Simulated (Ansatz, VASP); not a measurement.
Pb: VASP beside Ansatz

```
Pb
1.0
     0.00000    2.46980    2.46980
     2.50685    0.00000    2.46980
     2.50685    2.46980    0.00000
Pb
1
Direct
  0.00000 0.00000 0.00000
```

Change from the starting cell: strain +0.0150 x Voigt [1, 0, 0, 0, 0, 0], atoms carried along.

Alike in both runs: task single point; functional LDA; k mesh 16 × 16 × 16; occupations gaussian, width 0.15 eV; no spin polarisation.

|  | VASP | Ansatz |
| --- | --- | --- |
| version | VASP 6.6.1 | Ansatz 0.2.0 |
| potentials or method | VASP PAW LDA potentials, release 64 (Pb_d), cutoff 520 eV | scalar-relativistic, plane waves, PAW |
| valence electrons in the cell | 14 | 14 |

VASP gave:

```
gap on the k mesh at the Fermi level (eV)                     : none
pressure (GPa)                                                : -2.4
traceless stress, the component that is largest in VASP (GPa) : -0.14
```

**Question.** What did Ansatz give for the same quantities?

**Answer.** gap on the k mesh at the Fermi level (eV): none; pressure (GPa): -2.5; traceless stress, the component that is largest in VASP (GPa): -0.13.

LDA's correlation is that of Perdew and Zunger in VASP and of Perdew and Wang (1992) in Ansatz. A gap of «none» marks a metal or a gap that the smearing closes.

Spin-orbit coupling is off throughout.
